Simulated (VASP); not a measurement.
# CdS (Hawleyite) (F-43m) in VASP: further runs

CdS (Hawleyite) is run at these levels: PBE+D4, PBE; tasks: relaxation of cell and atoms, single point.

Everything below comes from runs of VASP 6.6.1. Logs are shortened: lines on timing, memory, paths and dates and some standing lists are left out, and cuts for length are marked.

## (1) The cell of the first run

It takes space group F-43m (No. 216, cubic). Conventional cell: a = 5.833 Å, b = 5.833 Å, c = 5.833 Å, α = 90.00°, β = 90.00°, γ = 90.00°. Within 3.3 Å of Cd (site symmetry -43m) lie 4 S at 2.53 Å. S (site symmetry -43m) has 4 Cd at 2.53 Å within 3.3 Å.

## (2) Relaxation of cell and atoms, PBE+D4

File INCAR:

```
PREC = Accurate
ENCUT = 600
EDIFF = 1E-7
ISMEAR = -1
SIGMA = 0.05
LREAL = F
LASPH = T
NELM = 100
ALGO = Normal
ISIF = 3
LWAVE = F
LCHARG = F
GGA = PE
IVDW = 13
IBRION = 2
NSW = 60
EDIFFG = -0.01
```

File KPOINTS:

```
Automatic mesh
0
Gamma
  8 8 8
```

File POSCAR:

```
CdS
1.0
    0.0000000000      2.9165000000      2.9165000000
    2.9165000000      0.0000000000      2.9165000000
    2.9165000000      2.9165000000      0.0000000000
Cd S
1 1
Direct
    0.0000000000      0.0000000000      0.0000000000
    0.7500000000      0.7500000000      0.7500000000
```

Potentials or basis: VASP PAW PBE potentials, release 64 (Cd, S).

On the command line:

```sh
$ cat potpaw_PBE.64/Cd/POTCAR potpaw_PBE.64/S/POTCAR > POTCAR
$ mpirun -np 1 vasp_std > vasp.out
```

OUTCAR:

```text
PREC = Accurate
   ENCUT = 600
   EDIFF = 1E-7
   ISMEAR = -1
   LREAL = F
   LASPH = T
   NELM = 100
   ISIF = 3
   GGA = PE
   IVDW = 13
   IBRION = 2
   NSW = 60
   EDIFFG = -0.01

 ion  position               nearest neighbor table
   1  0.000  0.000  0.000-   2 2.53   2 2.53   2 2.53   2 2.53
   2  0.750  0.750  0.750-   1 2.53   1 2.53   1 2.53   1 2.53

  LATTYP: Found a face centered cubic cell.
 ALAT       =     5.8330000000

  Lattice vectors:

 A1 = (   0.0000000000,   2.9165000000,   2.9165000000)
 A2 = (   2.9165000000,   0.0000000000,   2.9165000000)
 A3 = (   2.9165000000,   2.9165000000,   0.0000000000)

Analysis of symmetry for initial positions (statically):
=====================================================================
 Subroutine PRICEL returns:
 Original cell was already a primitive cell.

 Routine SETGRP: Setting up the symmetry group for a
 face centered cubic supercell.

 Subroutine GETGRP returns: Found 24 space group operations
 (whereof 24 operations were pure point group operations)
 out of a pool of 48 trial point group operations.

The static configuration has the point symmetry T_d .

Analysis of symmetry for dynamics (positions and initial velocities):
=====================================================================
 Subroutine PRICEL returns:
 Original cell was already a primitive cell.

 Routine SETGRP: Setting up the symmetry group for a
 face centered cubic supercell.

 Subroutine GETGRP returns: Found 24 space group operations
 (whereof 24 operations were pure point group operations)
 out of a pool of 48 trial point group operations.

The dynamic configuration has the point symmetry T_d .

 Subroutine INISYM returns: Found 24 space group operations
 (whereof 24 operations are pure point group operations),
 and found     1 'primitive' translations

----------------------------------------------------------------------------------------

                                     Primitive cell

  volume of cell :      49.6153

  direct lattice vectors                    reciprocal lattice vectors
     0.000000000  2.916500000  2.916500000    -0.171438368  0.171438368  0.171438368
     2.916500000  0.000000000  2.916500000     0.171438368 -0.171438368  0.171438368
     2.916500000  2.916500000  0.000000000     0.171438368  0.171438368 -0.171438368

  length of vectors
     4.124553855  4.124553855  4.124553855     0.296939964  0.296939964  0.296939964

  position of ions in fractional coordinates (direct lattice)
     0.000000000  0.000000000  0.000000000
     0.750000000  0.750000000  0.750000000

  ion indices of the primitive-cell ions
   primitive index   ion index
                 1           1
[... 71 lines left out ...]
   ENCUT  =  600.0 eV  44.10 Ry    6.64 a.u.   8.24  8.24  8.24*2*pi/ulx,y,z
   NELM   =    100;   NELMIN=  2; NELMDL= -5     # of ELM steps
   EDIFF  = 0.1E-06   stopping-criterion for ELM
   LREAL  =      F    real-space projection
   EDIFFG = -.1E-01   stopping-criterion for IOM
   NSW    =     60    number of steps for IOM
   IBRION =      2    ionic relax: 0-MD 1-quasi-New 2-CG
   NFREE  =      1    steps in history (QN), initial steepest desc. (CG)
   ISIF   =      3    stress and relaxation
   ISYM   =      2    0-nonsym 1-usesym 2-fastsym
   POTIM  = 0.5000    time-step for ionic-motion
   TEBEG  =    0.0;   TEEND  =   0.0 temperature during run
   PSTRESS=    0.0 pullay stress
   NELECT =      18.0000    total number of electrons
   NUPDOWN=      -1.0000    fix difference up-down
   EMIN   =  10.00;   EMAX   =-10.00  energy-range for DOS
   EFERMI =   0.00;   METHOD = LEGACY
   ISMEAR =    -1;   SIGMA  =   0.05  broadening in eV -4-tet -1-fermi 0-gaus
   EFERMI_NEDOS =   21; number of points for ismear=-14 and -15
   IALGO  =     38    algorithm
   IMIX   =      4    mixing-type and parameters
     AMIX     =   0.40;   BMIX     =  1.00
     AMIX_MAG =   1.60;   BMIX_MAG =  1.00
  volume/ion in A,a.u.               =      24.81       167.41
  Fermi-wavevector in a.u.,A,eV,Ry     =   1.167599  2.206442 18.548649  1.363287
  Thomas-Fermi vector in A             =   2.304097
   LORBIT       =      0    0 simple, 1 ext, 2 COOP (PROOUT), +10 PAW based schemes
   GGA     = PE    functional components
   LHFCALC =     F    Hartree Fock is set to
   AEXX    =    0.0000 exact exchange contribution
   IVDW    =    13    specifies the selected vdW correction
   LEPSILON=     F    determine dielectric tensor
   LRPA    =     F    only Hartree local field effects (RPA)
 conjugate gradient relaxation of ions
 non-spin polarized calculation
  energy-cutoff  :      600.00
  volume of cell :       49.62
 maximum number of plane-waves:      1676
 NGX is ok and might be reduce to    36
   NGX = 17   NGY = 17   NGZ = 17

--------------------------------------- Ionic step        1  -------------------------------------------

 number of electron      17.9999999 magnetization

 Free energy of the ion-electron system (eV)
  ---------------------------------------------------
  ext. energy  EPLUGINS =         0.00000000
  ---------------------------------------------------
  free energy    TOTEN  =        -6.12115820 eV

  energy without entropy =       -6.12115808  energy(sigma->0) =       -6.12115814

------------------------ aborting loop because EDIFF is reached ----------------------------------------

  DFT-D4 for vdW energy calculation

  Edisp (eV):   -0.62765
[... 71 lines left out ...]
--------------------------------------- Ionic step        3  -------------------------------------------

 number of electron      17.9999999 magnetization

 Free energy of the ion-electron system (eV)
  ---------------------------------------------------
  ext. energy  EPLUGINS =         0.00000000
  ---------------------------------------------------
  free energy    TOTEN  =        -6.13393398 eV

  energy without entropy =       -6.13393383  energy(sigma->0) =       -6.13393390

 E-fermi :   1.7811     XC(G=0):  -9.0778

 val. band max:        1.1832503118   @ k =   0.0000   0.0000   0.0000
 cond. band min:       2.2994478798   @ k =   0.0000   0.0000   0.0000
 fundamental gap:      1.1161975681
 Fermi energy:         1.7810920298

 k-point     1 :       0.0000    0.0000    0.0000
  band No.  band energies     occupation
      1     -11.0929      2.00000
      2      -6.4906      2.00000
      3      -6.4906      2.00000
      4      -6.4906      2.00000
      5      -6.0316      2.00000
      6      -6.0316      2.00000
      7       1.1833      1.99999
      8       1.1833      1.99999
      9       1.1833      1.99999
     10       2.2994      0.00006
     11       7.7329      0.00000
     12       7.7329      0.00000
     13       7.7329      0.00000
[... 354 lines left out ...]
  band No.  band energies     occupation
      1     -10.6193      2.00000
      2      -6.3328      2.00000
      3      -6.2966      2.00000
      4      -6.0556      2.00000
      5      -6.0058      2.00000
      6      -5.5555      2.00000
      7      -2.8464      2.00000
      8      -0.7031      2.00000
      9      -0.0014      2.00000
     10       5.5222      0.00000
     11       7.0166      0.00000
     12       8.3860      0.00000
     13       9.5305      0.00000

 [... further k-points ...]

------------------------ aborting loop because EDIFF is reached ----------------------------------------

  DFT-D4 for vdW energy calculation

  Edisp (eV):   -0.61710
[... 25 lines left out ...]
  FREE ENERGIE OF THE ION-ELECTRON SYSTEM (eV)
  ---------------------------------------------------
  free  energy   TOTEN  =        -6.7510293584 eV

  energy  without entropy=       -6.7510292027  energy(sigma->0) =       -6.75102928

 reached required accuracy - stopping structural energy minimisation
```

CONTCAR:

```text
CdS
   1.00000000000000
    -0.0000000000000000    2.9314771086581599    2.9314771086581599
     2.9314771086581599    0.0000000000000000    2.9314771086581599
     2.9314771086581599    2.9314771086581599    0.0000000000000000
  Cd              S
     1     1
Direct
     0.0000000000000000    0.0000000000000000    0.0000000000000000
     0.7500000000000000    0.7500000000000000    0.7500000000000000

  0.00000000E+00  0.00000000E+00  0.00000000E+00
  0.00000000E+00  0.00000000E+00  0.00000000E+00
```

Run time: 51 s. Hardware: 1 thread of Intel Xeon Platinum 8488C (Sapphire Rapids), shared host; peak memory 0.22 GiB.

Results:

```
Free energy                            : -6.7510 eV
Relaxed volume                         : 25.19 Å³/atom
Relaxed cell                           : a = 4.146 Å, b = 4.146 Å, c = 4.146 Å, α = 60.00°, β = 60.00°, γ = 60.00°
Space group after relaxing (to 0.05 Å) : F-43m (No. 216)
Energy gained by relaxing              : 1.1 meV/atom
Ionic steps                            : 3
Pressure after relaxing                : 0.0 GPa
Band gap on the k mesh                 : 1.12 eV, direct
Dispersion energy per atom             : -0.309 eV
```

Step by step:
```csv
step,energy change (eV),largest force (eV/Å),pressure (GPa),volume (Å³)
1,0.0000,0.0000,0.95,49.62
2,-0.0019,0.0000,-0.34,50.68
3,-0.0022,0.0000,0.02,50.38
```

Final structure:
```
Cd S
1.0
     0.00000    2.93148    2.93148
     2.93148    0.00000    2.93148
     2.93148    2.93148    0.00000
Cd S
1 1
Direct
  0.00000 0.00000 0.00000
  0.75000 0.75000 0.75000
```

Levels at points of the mesh, in eV from the valence-band top:
```csv
k point,band 7,band 8,band 9,band 10,band 11,band 12
"(0.00, 0.00, 0.00)",0.00,0.00,0.00,1.12,6.55,6.55
"(0.50, 0.00, 0.00)",-4.31,-0.73,-0.73,2.99,7.01,7.01
"(0.50, 0.50, 0.00)",-3.89,-1.83,-1.83,3.58,4.33,9.17
```

PBE gaps usually lie below the measured ones, often by a third to a half. Zero-point motion and thermal expansion aren't in these numbers.

## (3) Single point, PBE

File INCAR:

```
SYSTEM = CdS
PREC = Accurate ; ENCUT = 520
EDIFF = 1E-6 ; ISMEAR = -1
SIGMA = 0.05 ; LREAL = .False.
LASPH = .True. ; NELM = 100
ALGO = Normal ; ISIF = 2
LWAVE = .False. ; LCHARG = .False.
GGA = PE ; NBANDS = 16
```

File KPOINTS:

```
Automatic mesh
0
Gamma
  4 4 4
  0 0 0
```

POSCAR is that of step 2.

Potentials or basis: VASP PAW PBE potentials, release 64 (Cd, S).

On the command line:

```sh
$ cat potpaw_PBE.64/Cd/POTCAR potpaw_PBE.64/S/POTCAR > POTCAR
$ mpirun -np 1 vasp_std > vasp.out
```

Run time: 7.7 s. Hardware: 1 thread of Intel Xeon 6975P-C, shared host; peak memory 0.17 GiB.

Results (log left out):

| Quantity | Value |
| --- | --- |
| Free energy | -6.0879 eV |
| Pressure | 3.4 GPa |
| Band gap on the k mesh | 1.14 eV, direct |

Levels at points of the mesh, in eV from the valence-band top:
| k point | band 6 | band 7 | band 8 | band 9 | band 10 | band 11 | band 12 | band 13 |
| --- | --- | --- | --- | --- | --- | --- | --- | --- |
| (0.00, 0.00, 0.00) | -7.27 | 0.00 | 0.00 | 0.00 | 1.14 | 6.53 | 6.53 | 6.53 |
| (0.50, 0.00, 0.00) | -6.89 | -4.41 | -0.75 | -0.75 | 3.00 | 7.00 | 7.00 | 7.47 |
| (0.50, 0.50, 0.00) | -6.82 | -3.96 | -1.88 | -1.88 | 3.54 | 4.34 | 9.23 | 10.77 |

Caveat: the k points lie up to 0.47 Å⁻¹ apart.
